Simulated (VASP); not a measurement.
Set up this calculation in VASP 6.6.1, as the native input.

```
Task                   : single point
Functional             : PBE
Potentials or basis    : VASP PAW PBE potentials, release 64 (Rh_pv)
Cutoff                 : 520 eV
k mesh                 : 24 × 24 × 12
Occupations            : gaussian, width 0.1 eV
Spin                   : no spin polarisation
Dipole correction      : no
Further INCAR settings : ALGO = Fast; EDIFF = 1e-06; NBANDS = 22
```

The structure of Rh lies in POSCAR:

```
Rh
1.0
    2.8337806889      0.0000000000      0.0000000000
   -1.4168903444      2.4541260653      0.0000000000
    0.0000000000      0.0000000000      4.2796064686
Rh
2
Direct
    0.6666666667      0.3333333333      0.7500000000
    0.3333333333      0.6666666667      0.2500000000
```

This cell differs from its parent crystal: biaxial strain in the a-b plane: +4.0 %.

One way to write it, as run:

INCAR

```
SYSTEM = Rh
PREC     = Accurate       ! precision mode
ENCUT    = 520            ! plane-wave cutoff, eV
EDIFF    = 1E-6           ! SCF threshold, eV
ISMEAR   = 0              ! smearing method
SIGMA    = 0.1            ! smearing width, eV
LREAL    = .False.        ! projectors in reciprocal space
LASPH    = .True.         ! aspherical terms in the spheres
NELM     = 80             ! most SCF steps
ALGO     = Fast           ! electronic algorithm
ISIF     = 2              ! what is computed and relaxed
LWAVE    = .False.        ! write WAVECAR
LCHARG   = .False.        ! write CHGCAR
GGA      = PE             ! functional
NBANDS   = 22             ! bands
```

KPOINTS

```
regular mesh
0
Gamma
  24 24 12
  0 0 0
```

Potentials or basis: VASP PAW PBE potentials, release 64 (Rh_pv).

Run with:

```sh
$ cat potpaw_PBE.64/Rh_pv/POTCAR > POTCAR
$ mpirun -np 1 vasp_std > vasp.out
```

Results of the run:

The pressure is -10.5 GPa. The band gap on the k mesh is zero (band 15 reaches 11.06 eV, above the bottom of band 16 at 9.16 eV).

Caveat: the cell differs from its parent crystal (biaxial strain in the a-b plane: +4.0 %).

It took 81 s on 1 thread of Intel(R) Xeon(R) 6975P-C (Granite Rapids), on a shared host, peak memory 0.31 GiB.
